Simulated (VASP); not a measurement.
Runs of VASP 6.6.1 on Ti2C. The structure is that of space group R-3m (No. 166), or close to it. The cells are those of the table. 

| cell | gap on the mesh (eV) | pressure (GPa) | largest force (eV/Å) |
| --- | --- | --- | --- |
| a = 5.215 Å, angles 34.9°, 3 atoms | none | -12.3 | 0.72 |
| a = 5.327 Å, angles 34.2°, 3 atoms | none | (a) | 1.03 |
| a = 5.119 Å, angles 36.5°, 3 atoms | none | -15.7 | 0.69 |
| a = 5.230 Å, angles 35.7°, 3 atoms | none | -18.6 | 1.01 |
| a = 5.103 Å, angles 35.7°, 3 atoms | none | -8.7 | 0.37 |
| a = 5.008 Å, angles 37.3°, 3 atoms | none | -12.3 | 0.35 |

Alike in all rows: task single point; level PBEsol; potentials or basis VASP PAW PBE potentials, release 64 (Ti_sv, C); no spin polarisation; k mesh 18 × 18 × 18; cutoff (eV) 520; smearing gaussian 0.15 eV.

Estimate the missing entries.

(a) -15.5.

Caveats: the cell stands under tension; the PAW data sets were made with another functional, which shifts forces and pressure a little.

A gap of «none» marks levels without a gap at the run's occupations.
